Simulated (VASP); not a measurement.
# KMgF3 in VASP: settings compared, part 2 of 2

VASP 6.6.1. Earlier steps stand in the parts before.

## 3. Single point, PBE

INCAR

```
SYSTEM = KMgF3
  PREC = Accurate
  ENCUT = 520
  EDIFF = 1E-6
  ISMEAR = -1
  SIGMA = 0.05
  LREAL = .FALSE.
  LASPH = .TRUE.
  NELM = 60
  ALGO = Normal
  ISIF = 2
  LWAVE = .FALSE.
  LCHARG = .TRUE.
  GGA = PE
  LELF = .TRUE.
  LVHAR = .TRUE.
  NBANDS = 24
```

KPOINTS

```
regular mesh
0
G
  6 6 6
  0 0 0
```

POSCAR

```
KMgF3
1.0
    3.9859000000     -0.0398590000      0.0000000000
   -0.0398590000      3.9859000000      0.0000000000
    0.0000000000      0.0000000000      3.9859000000
K Mg F
1 1 3
Direct
    0.5000000000      0.5000000000      0.5000000000
    0.0000000000      0.0000000000      0.0000000000
    0.0000000000      0.0000000000      0.5000000000
    0.0000000000      0.5000000000      0.0000000000
    0.5000000000      0.0000000000      0.0000000000
```

Potentials or basis: VASP PAW PBE potentials, release 64 (K_sv, Mg, F).

The run is started by

```bash
> cat potpaw_PBE.64/K_sv/POTCAR potpaw_PBE.64/Mg/POTCAR potpaw_PBE.64/F/POTCAR > POTCAR
> mpirun -np 1 vasp_std > vasp.out
```

OUTCAR:

```text
SYSTEM = KMgF3
   PREC = Accurate
   ENCUT = 520
   EDIFF = 1E-6
   ISMEAR = -1
   LREAL = .FALSE.
   LASPH = .TRUE.
   NELM = 60
   ISIF = 2
   GGA = PE

 ion  position               nearest neighbor table
   1  0.500  0.500  0.500-   3 2.79   3 2.79   5 2.82   4 2.82   5 2.82   5 2.82   5 2.82   4 2.82
                             4 2.82   4 2.82   3 2.85   3 2.85   2 3.43   2 3.43   2 3.43   2 3.43
   2  0.000  0.000  0.000-   3 1.99   3 1.99   5 1.99   4 1.99   4 1.99   5 1.99   1 3.43   1 3.43
                             1 3.43   1 3.43   1 3.47   1 3.47   1 3.47   1 3.47
[... 857 lines left out ...]
  -------------------------------------------------------------------------------------
  Total        1.3351321      1.3351321      1.3294340      0.3835086      0.0000000      0.0000000
  in kB       33.7830647     33.7830647     33.6388849      9.7039808      0.0000000      0.0000000
  external PRESSURE =      33.7350048 kB  Pullay stress =       0.0000000 kB

 VOLUME and BASIS-vectors are now :
 -----------------------------------------------------------------------------
  energy-cutoff  :      520.00
  volume of cell :       63.32
      direct lattice vectors                 reciprocal lattice vectors
     3.985900000 -0.039859000  0.000000000     0.250909458  0.002509095  0.000000000
    -0.039859000  3.985900000  0.000000000     0.002509095  0.250909458  0.000000000
     0.000000000  0.000000000  3.985900000     0.000000000  0.000000000  0.250884367

 POSITION                                       TOTAL-FORCE (eV/Angst)
 -----------------------------------------------------------------------------------
      1.97302      1.97302      1.99295         0.000000      0.000000      0.000000
      0.00000      0.00000      0.00000        -0.000000      0.000000      0.000000
      0.00000      0.00000      1.99295        -0.000000      0.000000      0.000000
     -0.01993      1.99295      0.00000        -0.000000      0.000000      0.000000
      1.99295     -0.01993      0.00000         0.000000      0.000000      0.000000
 -----------------------------------------------------------------------------------
    total drift:                                0.000000     -0.000000      0.000000

  FREE ENERGIE OF THE ION-ELECTRON SYSTEM (eV)
  ---------------------------------------------------
  free  energy   TOTEN  =       -24.4106272552 eV

  energy  without entropy=      -24.4106272552  energy(sigma->0) =      -24.41062726
```

OSZICAR:

```text
N       E                     dE             d eps       ncg     rms          rms(c)
DAV:   1     0.221214704896E+03    0.22121E+03   -0.17434E+04  2600   0.128E+03
DAV:   2    -0.152234657765E+02   -0.23644E+03   -0.22790E+03  3168   0.343E+02
DAV:   3    -0.262688700084E+02   -0.11045E+02   -0.10995E+02  3736   0.684E+01
DAV:   4    -0.266186335735E+02   -0.34976E+00   -0.34967E+00  3240   0.765E+00
DAV:   5    -0.266208557463E+02   -0.22222E-02   -0.22221E-02  3408   0.605E-01    0.901E+00
DAV:   6    -0.244102350123E+02    0.22106E+01   -0.71657E+00  2960   0.191E+01    0.405E+00
DAV:   7    -0.244107889791E+02   -0.55397E-03   -0.29801E-01  2896   0.294E+00    0.239E+00
DAV:   8    -0.244109644226E+02   -0.17544E-03   -0.73212E-02  3136   0.243E+00    0.323E-01
DAV:   9    -0.244103515488E+02    0.61287E-03   -0.16240E-02  3144   0.880E-01    0.150E-01
DAV:  10    -0.244106410496E+02   -0.28950E-03   -0.10309E-03  3000   0.210E-01    0.891E-02
DAV:  11    -0.244106372409E+02    0.38087E-05   -0.53524E-05  3120   0.598E-02    0.399E-02
DAV:  12    -0.244106270164E+02    0.10225E-04   -0.45726E-05  3032   0.455E-02    0.319E-03
DAV:  13    -0.244106272552E+02   -0.23886E-06   -0.12847E-06  2520   0.739E-03
   1 F= -.24410627E+02 E0= -.24410627E+02  d E =-.823729E-11
```

Run time: 82 s. Hardware: 1 thread of Intel Xeon Platinum 8375C at 2.90GHz (Ice Lake), shared host; peak memory 0.21 GiB.

Results:

```yaml
Free_energy: -24.4106 eV
Pressure: 3.4 GPa
Band_gap_on_the_k_mesh: 7.30 eV, indirect (least direct gap 7.58 eV)
```

Levels at points of the mesh, in eV from the valence-band top:
| k point | band 13 | band 14 | band 15 | band 16 | band 17 | band 18 | band 19 | band 20 |
| --- | --- | --- | --- | --- | --- | --- | --- | --- |
| (0.00, 0.00, 0.00) | -0.61 | -0.36 | -0.33 | -0.29 | 7.30 | 10.07 | 10.08 | 12.18 |
| (0.50, 0.00, 0.00) | -0.87 | -0.86 | -0.54 | -0.53 | 10.11 | 10.44 | 11.11 | 12.79 |
| (0.50, 0.50, 0.00) | -1.02 | -0.91 | -0.89 | -0.02 | 10.91 | 11.69 | 12.60 | 12.65 |
| (0.00, 0.00, 0.50) | -0.87 | -0.86 | -0.60 | -0.46 | 10.11 | 10.44 | 11.12 | 12.73 |
| (0.50, 0.00, 0.50) | -1.04 | -0.90 | -0.90 | -0.03 | 10.91 | 11.69 | 12.62 | 12.63 |
| (0.50, 0.50, 0.50) | -1.12 | -0.01 | 0.00 | 0.00 | 10.38 | 10.44 | 10.50 | 13.99 |

A k mesh can miss the band edges. Expect the measured gap to be larger: semilocal functionals such as PBE lack the derivative discontinuity.

## 4. Single point, PBE

INCAR

```
SYSTEM = KMgF3
ALGO     = Normal         ! electronic algorithm
EDIFF    = 1E-6           ! SCF threshold, eV
ENCUT    = 520            ! plane-wave cutoff, eV
GGA      = PE             ! functional
ISIF     = 2              ! what is computed and relaxed
ISMEAR   = -1             ! smearing method
LASPH    = .True.         ! aspherical terms in the spheres
LCHARG   = .False.        ! write CHGCAR
LREAL    = .False.        ! projectors in reciprocal space
LWAVE    = .False.        ! write WAVECAR
NBANDS   = 24             ! bands
NELM     = 100            ! most SCF steps
PREC     = Accurate       ! precision mode
SIGMA    = 0.05           ! smearing width, eV
```

KPOINTS

```
k-points
0
Gamma
  6 6 6
  0 0 0
```

POSCAR, as its differences from that of step 3:

```diff
@@ -2,4 +2,4 @@
 1.0
-    3.9859000000     -0.0398590000      0.0000000000
-   -0.0398590000      3.9859000000      0.0000000000
+    3.9859000000     -0.0199295000      0.0000000000
+   -0.0199295000      3.9859000000      0.0000000000
     0.0000000000      0.0000000000      3.9859000000
```

The run is started by

```bash
> cat potpaw_PBE.64/K_sv/POTCAR potpaw_PBE.64/Mg/POTCAR potpaw_PBE.64/F/POTCAR > POTCAR
> mpirun -np 1 vasp_std > vasp.out
```

It took 91 s on 1 thread of Intel Xeon Platinum 8375C at 2.90GHz (Ice Lake), shared host; peak memory 0.21 GiB.

Results (log left out):

```yaml
Free_energy: -24.4136 eV
Pressure: 3.4 GPa
Band_gap_on_the_k_mesh: 7.30 eV, indirect (least direct gap 7.61 eV)
```

Stress tensor (GPa, compression positive):
```
3.36 0.49 0.00
0.49 3.36 0.00
0.00 0.00 3.36
```

Levels at points of the mesh, in eV from the valence-band top:
```tsv
k point	band 14	band 15	band 16	band 17	band 18	band 19
(0.00, 0.00, 0.00)	-0.34	-0.33	-0.31	7.30	10.08	10.08
(0.50, 0.00, 0.00)	-0.86	-0.53	-0.53	10.11	10.44	11.12
(0.50, 0.50, 0.00)	-0.90	-0.89	-0.02	10.91	11.70	12.62
(0.00, 0.00, 0.50)	-0.86	-0.57	-0.50	10.11	10.44	11.12
(0.50, 0.00, 0.50)	-0.90	-0.90	-0.02	10.91	11.70	12.63
(0.50, 0.50, 0.50)	-0.01	0.00	0.00	10.41	10.44	10.47
```

A k mesh can miss the band edges. As with any semilocal functional, this PBE gap is likely too small.

## 5. Summary

```csv
level,potentials or basis,cell,k mesh,gap on the mesh (eV),pressure (GPa)
LDA,"VASP PAW LDA potentials, release 64 (K_sv, Mg, F)","a = 3.986 Å, 5 atoms",7 × 7 × 7,6.99,-5.3
PBE,"VASP PAW PBE potentials, release 64 (K_sv, Mg, F)","a = 3.986 Å, angles 90.0, 90.0, 91.1°, 5 atoms",6 × 6 × 6,7.30,3.4
PBE,"VASP PAW PBE potentials, release 64 (K_sv, Mg, F)","a = 3.986 Å, angles 90.0, 90.0, 90.6°, 5 atoms",6 × 6 × 6,7.30,3.4
```

Alike in all rows: task single point; no spin polarisation; cutoff (eV) 520; smearing fermi-dirac 0.05 eV.

Absolute energies hang on the potentials; compare differences alone.
